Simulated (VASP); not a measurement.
The system is TePb.

```
CELL_PARAMETERS angstrom
0.00000 3.25240 3.25240
3.25240 0.00000 3.25240
3.25240 3.25240 0.00000
ATOMIC_POSITIONS crystal
Pb 0.00000 0.00000 0.00000
Te 0.50000 0.50000 0.50000
```

Base run:

* Program: VASP 6.6.1
* Functional: revpbe exchange, lda correlation
* Potentials or basis: VASP PAW PBE potentials, release 64 (Pb_d, Te)
* Cutoff: 500 eV
* k mesh: 7 × 7 × 7
* Occupations: gaussian, width 0.01 eV
* Spin: no spin polarisation

Its results: pressure 7.1 GPa.

Question: The run is repeated on the same cell with these changes: functional from revpbe exchange, lda correlation to b88 exchange, pbe correlation; occupations from gaussian, width 0.01 eV to fermi-dirac, width 0.05 eV. What comes out?

Answer: Pressure 1.0 GPa.

Caveats: the PAW data sets were made with another functional, which shifts forces and pressure a little; the cell stands under pressure (at least some runs).
